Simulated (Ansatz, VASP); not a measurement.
Two plane-wave programs on HfO2

Contents of INCAR:

```
SYSTEM = HfO2
PREC     = Accurate       ! precision mode
ENCUT    = 520            ! plane-wave cutoff, eV
EDIFF    = 1E-6           ! SCF threshold, eV
ISMEAR   = 0              ! smearing method
SIGMA    = 0.05           ! smearing width, eV
LREAL    = .FALSE.        ! projectors in reciprocal space
LASPH    = .TRUE.         ! aspherical terms in the spheres
NELM     = 100            ! most SCF steps
ALGO     = Normal         ! electronic algorithm
ISIF     = 2              ! what is computed and relaxed
LWAVE    = .FALSE.        ! write WAVECAR
LCHARG   = .FALSE.        ! write CHGCAR
GGA      = PE             ! functional
NBANDS   = 31             ! bands
```

Contents of KPOINTS:

```
regular mesh
0
G
  6 6 8
  0 0 0
```

File POSCAR:

```
HfO2
1.0
    4.8812150602      0.0000000000      0.0000000000
    0.0000000000      4.8812150602      0.0000000000
    0.0000000000      0.0000000000      3.2378896156
Hf O
2 4
Direct
    0.0000000000      0.0000000000     -0.0626951577
    0.5000000000      0.5000000000      0.5626951577
    0.1948161092      0.8051838908      0.4798800679
    0.3051838908      0.3051838908      0.0201199321
    0.6948161092      0.6948161092      0.0201199321
    0.8051838908      0.1948161092      0.4798800679
```

Input for Ansatz:

```yaml
crystal:
  lattice:
    - [4.8812150602, 0.0, 0.0]
    - [0.0, 4.8812150602, 0.0]
    - [0.0, 0.0, 3.2378896156]
  atoms:
    - { symbol: Hf, position: [0.0, 0.0, -0.0626951577] }
    - { symbol: Hf, position: [0.5, 0.5, 0.5626951577] }
    - { symbol: O, position: [0.1948161092, 0.8051838908, 0.4798800679] }
    - { symbol: O, position: [0.3051838908, 0.3051838908, 0.0201199321] }
    - { symbol: O, position: [0.6948161092, 0.6948161092, 0.0201199321] }
    - { symbol: O, position: [0.8051838908, 0.1948161092, 0.4798800679] }
basis:
  ecutwfc: 520.0
kpoints:
  mp_grid: { grid: [6, 6, 8] }
hamiltonian:
  xc: pbe
  pseudopotentials: { kind: paw, azcp: { folder: soft_1 } }
scf:
  occupations: { method: gaussian, width: 0.05 }
output:
  forces: true
  stress: true
  eigenvalues: true
```

Change from the starting cell: mode 4 frozen in at -0.203 Å and mode 5 at +0.000 Å (largest displacements).

Alike in both runs: task single point; functional PBE; k mesh 6 × 6 × 8; occupations gaussian, width 0.05 eV; no spin polarisation.

|  | VASP | Ansatz |
| --- | --- | --- |
| version | VASP 6.6.1 | Ansatz 0.2.0 |
| potentials or method | VASP PAW PBE potentials, release 64 (Hf_pv, O), cutoff 520 eV | scalar-relativistic, plane waves, PAW |
| valence electrons in the cell | 44 | 76 |

Ansatz gave:

```
gap on the k mesh at the Fermi level (eV)                     : 4.14
least direct gap on the mesh (eV)                             : 4.14
pressure (GPa)                                                : 1.5
traceless stress, the component that is largest in VASP (GPa) : 1.23
rms of the force components (eV/Å)                            : 0.479
```

Estimate VASP's values.

gap on the k mesh at the Fermi level (eV): 4.09; least direct gap on the mesh (eV): 4.09; pressure (GPa): -1.1; traceless stress, the component that is largest in VASP (GPa): 0.76; rms of the force components (eV/Å): 0.470.

Atom by atom the forces differ by 0.033 eV/Å (rms over components). VASP's potentials hold 44 valence electrons a cell and Ansatz's 76, so a difference there can come from the potentials and not from the codes.

Neither program's run includes spin-orbit coupling.
